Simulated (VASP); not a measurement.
# Gd (P6_3/mmc) in VASP: a series of runs

Runs on Gd. Level: PBE. Tasks: relaxation of cell and atoms, single point.

Everything below comes from runs of VASP 6.6.1. Logs are shortened: lines on timing, memory, paths and dates and some standing lists are left out, and cuts for length are marked.

### 1 The cell of the first run

Symmetry: P6_3/mmc, No. 194, hexagonal system. Conventional cell: a = 3.636 Å, b = 3.636 Å, c = 5.783 Å, α = 90.00°, β = 90.00°, γ = 120.00°. Gd (site symmetry -6m2) has 12 Gd at 3.57 to 3.64 Å within 4.7 Å.

### 2 Relaxation of cell and atoms, PBE, collinear spin, ferromagnetic start

INCAR reads:

```
ALGO = Normal
EDIFF = 1E-6
EDIFFG = -0.02
ENCUT = 600
GGA = PE
IBRION = 2
ISIF = 3
ISMEAR = -1
ISPIN = 2
LASPH = T
LCHARG = F
LMAXMIX = 6
LORBIT = 11
LREAL = F
LWAVE = F
MAGMOM = 7 7
NELM = 150
NSW = 80
PREC = Accurate
SIGMA = 0.05
```

KPOINTS reads:

```
k-points
0
Gamma
  8 8 5
```

POSCAR reads:

```
Gd
1.0
    3.6360000000      0.0000000000      0.0000000000
   -1.8180000000      3.1488683682      0.0000000000
    0.0000000000      0.0000000000      5.7826000000
Gd
2
Direct
    0.6666666667      0.3333333333      0.7500000000
    0.3333333333      0.6666666667      0.2500000000
```

Potentials or basis: VASP PAW PBE potentials, release 64 (Gd).

The run is started by

```console
> cat potpaw_PBE.64/Gd/POTCAR > POTCAR
> mpirun -np 1 vasp_std > vasp.out
```

OUTCAR:

```text
EDIFF = 1E-6
   EDIFFG = -0.02
   ENCUT = 600
   GGA = PE
   IBRION = 2
   ISIF = 3
   ISMEAR = -1
   ISPIN = 2
   LASPH = T
   LORBIT = 11
   LREAL = F
   NELM = 150
   NSW = 80
   PREC = Accurate

 ion  position               nearest neighbor table
   1  0.667  0.333  0.750-
   2  0.333  0.667  0.250-

  LATTYP: Found a hexagonal cell.
 ALAT       =     3.6360000000
 C/A-ratio  =     1.5903740374

  Lattice vectors:

 A1 = (   3.6360000000,   0.0000000000,   0.0000000000)
 A2 = (  -1.8180000000,   3.1488683682,   0.0000000000)
 A3 = (   0.0000000000,   0.0000000000,   5.7826000000)

Analysis of symmetry for initial positions (statically):
=====================================================================
 Subroutine PRICEL returns:
 Original cell was already a primitive cell.

 Routine SETGRP: Setting up the symmetry group for a
 hexagonal supercell.

 Subroutine GETGRP returns: Found 24 space group operations
 (whereof 12 operations were pure point group operations)
 out of a pool of 24 trial point group operations.

The static configuration has the point symmetry D_3d.
 The point group associated with its full space group is D_6h.

Analysis of symmetry for dynamics (positions and initial velocities):
=====================================================================
 Subroutine PRICEL returns:
 Original cell was already a primitive cell.

 Routine SETGRP: Setting up the symmetry group for a
 hexagonal supercell.

 Subroutine GETGRP returns: Found 24 space group operations
 (whereof 12 operations were pure point group operations)
 out of a pool of 24 trial point group operations.

The dynamic configuration has the point symmetry D_3d.
 The point group associated with its full space group is D_6h.

Analysis of structural, dynamic, and magnetic symmetry:
=====================================================================
 Subroutine PRICEL returns:
 Original cell was already a primitive cell.

 Routine SETGRP: Setting up the symmetry group for a
 hexagonal supercell.

 Subroutine GETGRP returns: Found 24 space group operations
 (whereof 12 operations were pure point group operations)
 out of a pool of 24 trial point group operations.

The overall configuration has the point symmetry D_3d.
 The point group associated with its full space group is D_6h.

 Subroutine INISYM returns: Found 24 space group operations
 (whereof 12 operations are pure point group operations),
 and found     1 'primitive' translations

----------------------------------------------------------------------------------------

                                     Primitive cell

  volume of cell :      66.2066

  direct lattice vectors                    reciprocal lattice vectors
     3.636000000  0.000000000  0.000000000     0.275027503  0.158787203  0.000000000
    -1.818000000  3.148868368  0.000000000     0.000000000  0.317574405  0.000000000
     0.000000000  0.000000000  5.782600000     0.000000000  0.000000000  0.172932591

  length of vectors
     3.636000000  3.636000000  5.782600000     0.317574405  0.317574405  0.172932591

  position of ions in fractional coordinates (direct lattice)
     0.666666667  0.333333333  0.750000000
     0.333333333  0.666666667  0.250000000

  ion indices of the primitive-cell ions
   primitive index   ion index
                 1           1
                 2           2

----------------------------------------------------------------------------------------

 KPOINTS: k-points

Automatic generation of k-mesh.
 Grid dimensions read from file:
 generate k-points for:    8    8    5

 Generating k-lattice:

  Cartesian coordinates                     Fractional coordinates (reciprocal lattice)
     0.034378438  0.019848400  0.000000000     0.125000000  0.000000000  0.000000000
     0.000000000  0.039696801  0.000000000     0.000000000  0.125000000  0.000000000
     0.000000000  0.000000000  0.034586518     0.000000000  0.000000000  0.200000000

  Length of vectors
     0.039696801  0.039696801  0.034586518

  Shift w.r.t. Gamma in fractional coordinates (k-lattice)
     0.000000000  0.000000000  0.000000000

 Subroutine IBZKPT returns following result:
 ===========================================

 Found     30 irreducible k-points:

 Following reciprocal coordinates:
            Coordinates               Weight
  0.000000  0.000000  0.000000      1.000000
  0.125000  0.000000  0.000000      6.000000
  0.250000  0.000000  0.000000      6.000000
  0.375000  0.000000  0.000000      6.000000
  0.500000  0.000000  0.000000      3.000000
  0.125000  0.125000  0.000000      6.000000
[... 16 lines left out ...]
  0.250000  0.000000  0.400000     12.000000
  0.375000  0.000000  0.400000     12.000000
 [... further k-points ...]
   k-points           NKPTS =     30   k-points in BZ     NKDIM =     30   number of bands    NBANDS=     29
   number of dos      NEDOS =    301   number of ions     NIONS =      2
   total plane-waves  NPLWV =  43200
   dimension x,y,z NGX =    30 NGY =   30 NGZ =   48
   dimension x,y,z NGXF=    60 NGYF=   60 NGZF=   96
   ions per type =               2
   NGX,Y,Z   is equivalent  to a cutoff of  13.72, 13.72, 13.80 a.u.
   NGXF,Y,Z  is equivalent  to a cutoff of  27.43, 27.43, 27.60 a.u.
 SYSTEM =  unknown system
   PREC   = accura    normal or accurate (medium, high low for compatibility)
   ISTART =      0    job   : 0-new  1-cont  2-samecut
   ICHARG =      2    charge: 1-file 2-atom 10-const
   ISPIN  =      2    spin polarized calculation?
   LNONCOLLINEAR =      F non collinear calculations
   LSORBIT =      F    spin-orbit coupling
   LASPH  =      T    aspherical Exc in radial PAW
   ENCUT  =  600.0 eV  44.10 Ry    6.64 a.u.   7.26  7.26 11.55*2*pi/ulx,y,z
   NELM   =    150;   NELMIN=  2; NELMDL= -5     # of ELM steps
   EDIFF  = 0.1E-05   stopping-criterion for ELM
   LREAL  =      F    real-space projection
   EDIFFG = -.2E-01   stopping-criterion for IOM
   NSW    =     80    number of steps for IOM
   IBRION =      2    ionic relax: 0-MD 1-quasi-New 2-CG
   NFREE  =      1    steps in history (QN), initial steepest desc. (CG)
   ISIF   =      3    stress and relaxation
   ISYM   =      2    0-nonsym 1-usesym 2-fastsym
   POTIM  = 0.5000    time-step for ionic-motion
   TEBEG  =    0.0;   TEEND  =   0.0 temperature during run
   PSTRESS=    0.0 pullay stress
   NELECT =      36.0000    total number of electrons
   NUPDOWN=      -1.0000    fix difference up-down
   EMIN   =  10.00;   EMAX   =-10.00  energy-range for DOS
   EFERMI =   0.00;   METHOD = LEGACY
   ISMEAR =    -1;   SIGMA  =   0.05  broadening in eV -4-tet -1-fermi 0-gaus
   EFERMI_NEDOS =   21; number of points for ismear=-14 and -15
   IALGO  =     38    algorithm
   IMIX   =      4    mixing-type and parameters
     AMIX     =   0.40;   BMIX     =  1.00
     AMIX_MAG =   1.60;   BMIX_MAG =  1.00
  volume/ion in A,a.u.               =      33.10       223.39
  Fermi-wavevector in a.u.,A,eV,Ry     =   1.336211  2.525073 24.292668  1.785461
  Thomas-Fermi vector in A             =   2.464856
   LORBIT       =     11    0 simple, 1 ext, 2 COOP (PROOUT), +10 PAW based schemes
   GGA     = PE    functional components
   LHFCALC =     F    Hartree Fock is set to
   AEXX    =    0.0000 exact exchange contribution
   IVDW    =     0    specifies the selected vdW correction
   LEPSILON=     F    determine dielectric tensor
   LRPA    =     F    only Hartree local field effects (RPA)
 conjugate gradient relaxation of ions
 spin polarized calculation
  energy-cutoff  :      600.00
  volume of cell :       66.21
 maximum number of plane-waves:      2243
 NGX is ok and might be reduce to    30
   NGX = 15   NGY = 15   NGZ = 23

--------------------------------------- Ionic step        1  -------------------------------------------

 number of electron      35.9999994 magnetization      15.2391764

 Free energy of the ion-electron system (eV)
  ---------------------------------------------------
  ext. energy  EPLUGINS =         0.00000000
  ---------------------------------------------------
  free energy    TOTEN  =       -23.42747076 eV

  energy without entropy =      -23.40058954  energy(sigma->0) =      -23.41403015

------------------------ aborting loop because EDIFF is reached ----------------------------------------

  FORCE on cell =-STRESS in cart. coord.  units (eV):
  Direction    XX          YY          ZZ          XY          YZ          ZX
  --------------------------------------------------------------------------------------
  -------------------------------------------------------------------------------------
  Total        0.1505984      0.1505984      0.2876820      0.0000000      0.0000000      0.0000000
  in kB        3.6444275      3.6444275      6.9618023      0.0000000      0.0000000      0.0000000
  external PRESSURE =       4.7502191 kB  Pullay stress =       0.0000000 kB
[... 89 lines left out ...]
  FREE ENERGIE OF THE ION-ELECTRON SYSTEM (eV)
  ---------------------------------------------------
  free  energy   TOTEN  =       -23.4294791788 eV

  energy  without entropy=      -23.4022571802  energy(sigma->0) =      -23.41586818

[... ionic steps 4 to 15 ...]

--------------------------------------- Ionic step       16  -------------------------------------------

 number of electron      35.9999994 magnetization      15.2517929

------------------------ aborting loop because EDIFF is reached ----------------------------------------
[... 67 lines left out ...]
--------------------------------------- Ionic step       18  -------------------------------------------

 number of electron      35.9999994 magnetization      15.2518899

 Free energy of the ion-electron system (eV)
  ---------------------------------------------------
  ext. energy  EPLUGINS =         0.00000000
  ---------------------------------------------------
  free energy    TOTEN  =       -23.42946235 eV

  energy without entropy =      -23.40224731  energy(sigma->0) =      -23.41585483

 E-fermi :   2.9044     XC(G=0):  -9.9121

 val. band max:        2.8782519817   @ k =   0.5000   0.0000   0.2000
 cond. band min:       2.9222948149   @ k =   0.1250   0.0000   0.4000
 fundamental gap:      0.0440428331
 Fermi energy:         2.9043685525

 spin component 1

 k-point     1 :       0.0000    0.0000    0.0000
  band No.  band energies     occupation
      1     -42.4261      1.00000
      2     -42.3628      1.00000
      3     -20.1470      1.00000
      4     -19.5602      1.00000
      5     -19.5602      1.00000
      6     -19.4619      1.00000
[... 757 lines left out ...]
     28       4.1198      0.00000
     29       4.9889      0.00000

 [... further k-points ...]

 spin component 2

 k-point     1 :       0.0000    0.0000    0.0000
  band No.  band energies     occupation
      1     -39.1866      1.00000
      2     -39.1070      1.00000
      3     -17.9040      1.00000
      4     -17.1866      1.00000
      5     -17.1866      1.00000
      6     -17.0708      1.00000
[... 788 lines left out ...]
  FREE ENERGIE OF THE ION-ELECTRON SYSTEM (eV)
  ---------------------------------------------------
  free  energy   TOTEN  =       -23.4294623502 eV

  energy  without entropy=      -23.4022473126  energy(sigma->0) =      -23.41585483

 reached required accuracy - stopping structural energy minimisation

 total charge

# of ion       s       p       d       f       tot
--------------------------------------------------
    1        2.073   5.568   0.563   6.982  15.186
    2        2.073   5.568   0.563   6.982  15.186
--------------------------------------------------
tot          4.146  11.136   1.127  13.964  30.373

 magnetization (x)

# of ion       s       p       d       f       tot
--------------------------------------------------
    1        0.004  -0.052   0.215   6.822   6.989
    2        0.004  -0.052   0.215   6.822   6.989
--------------------------------------------------
tot          0.007  -0.104   0.431  13.644  13.977
```

Wall time 70 min (1 thread of Intel Xeon 8259CL, shared host); peak memory 0.31 GiB.

Results:

```yaml
Free_energy: -23.4295 eV
Relaxed_volume: 33.55 Å³/atom
Relaxed_cell: a = 3.644 Å, b = 3.644 Å, c = 5.835 Å, α = 90.00°, β = 90.00°, γ = 120.00°
Space_group_after_relaxing_to_0.1_Å: P6_3/mmc (No. 194)
Energy_gained_by_relaxing: 1.0 meV/atom
Ionic_steps: 18
Pressure_after_relaxing: 0.0 GPa
Net_moment: 15.25 μB per cell
Site_moments: Gd +6.99 μB
Valence_electrons_inside_the_program's_atomic_spheres: Gd 15.19
```

The path:
| step | energy change (eV) | largest force (eV/Å) | pressure (GPa) | volume (Å³) |
| --- | --- | --- | --- | --- |
| 1 | 0.0000 | 0.0000 | 0.48 | 66.21 |
| 2 | -0.0020 | 0.0000 | 0.02 | 67.15 |
| 3 | -0.0020 | 0.0000 | 0.22 | 67.20 |
| 4 | -0.0020 | 0.0000 | 0.06 | 67.28 |
| 5 | -0.0020 | 0.0000 | 0.12 | 67.33 |
| 6 | -0.0020 | 0.0000 | 0.32 | 67.41 |
| 7 | -0.0019 | 0.0000 | -0.21 | 67.58 |
| 8 | -0.0019 | 0.0000 | -0.13 | 67.52 |
| 9 | -0.0020 | 0.0000 | -0.29 | 67.46 |
| 10 | -0.0017 | 0.0000 | 0.19 | 66.82 |
| 11 | -0.0020 | 0.0000 | 0.08 | 67.26 |
| 12 | -0.0020 | 0.0000 | 0.16 | 67.31 |
| 13 | -0.0020 | 0.0000 | 0.28 | 67.38 |
| 14 | -0.0020 | 0.0000 | 0.04 | 67.42 |
| 15 | -0.0020 | 0.0000 | -0.13 | 67.42 |
| 16 | -0.0020 | 0.0000 | -0.11 | 67.42 |
| 17 | -0.0021 | 0.0000 | -0.59 | 67.34 |
| 18 | -0.0020 | 0.0000 | 0.01 | 67.09 |

Final structure:
```
Gd
1.0
     3.64363    0.00000    0.00000
    -1.82181    3.15547    0.00000
     0.00000    0.00000    5.83541
Gd
2
Direct
  0.66667 0.33333 0.75000
  0.33333 0.66667 0.25000
```

Levels at points of the mesh, in eV from the Fermi level:
Spin up:
```tsv
k point	band 24	band 25	band 26	band 27	band 28	band 29
(0.00, 0.00, 0.00)	-2.48	0.95	1.33	1.33	1.43	1.93
(0.50, 0.00, 0.00)	-1.71	-1.28	-0.12	1.04	1.10	1.72
```
Spin down:
```csv
k point,band 6,band 7,band 8,band 9,band 10,band 11,band 12,band 13,band 14,band 15
"(0.00, 0.00, 0.00)",-19.98,-19.98,-19.97,-4.16,-1.42,0.33,0.36,0.41,0.47,0.47
"(0.50, 0.00, 0.00)",-20.27,-20.18,-20.07,-1.05,-0.88,-0.58,0.36,0.42,0.48,0.48
```

Caveat: spin-orbit coupling is left out, which moves the levels of the heavy elements; semilocal functionals describe open f shells poorly, which spoils levels, moments and volumes. PBE usually gives volumes a little too large and moduli too small.

### 3 Single point, PBE, non-collinear spin, typed start, spin-orbit coupling

INCAR reads:

```
ALGO = Normal
EDIFF = 1E-6
ENCUT = 520
GGA = PE
GGA_COMPAT = False
ISIF = 2
ISMEAR = -1
LASPH = True
LCHARG = False
LMAXMIX = 6
LNONCOLLINEAR = True
LORBIT = 11
LORBMOM = True
LREAL = False
LSORBIT = True
LWAVE = False
MAGMOM = 4.041 4.041 4.041 4.041 4.041 4.041
NBANDS = 48
NELM = 150
PREC = Accurate
SIGMA = 0.05
```

KPOINTS reads:

```
k-points
0
Gamma
  6 6 4
```

POSCAR is that of step 2.

Potentials or basis: VASP PAW PBE potentials, release 64 (Gd).

The run is started by

```console
> cat potpaw_PBE.64/Gd/POTCAR > POTCAR
> mpirun -np 1 vasp_ncl > vasp.out
```

It took 17 min on 1 thread of AMD EPYC 9R45 (Zen 5), shared host; peak memory 0.55 GiB.

The run converged. Its results:

```
Free energy                                           : -24.6827 eV
Pressure                                              : 0.5 GPa
Net moment                                            : 15.28 μB per cell
Valence electrons inside the program's atomic spheres : Gd 15.22
```

Stress tensor (GPa, compression positive):
```
0.35 0.01 0.01
0.01 0.35 0.01
0.01 0.01 0.75
```

Moments on the atoms (μB; x, y, z):
```
Gd  4.02 4.01 4.03
Gd  4.02 4.01 4.03
```

Caveat: semilocal functionals describe open f shells poorly, which spoils levels, moments and volumes. The state reached can hang on the start; a lower one may exist.

(Part 1 of 2 ends here.)
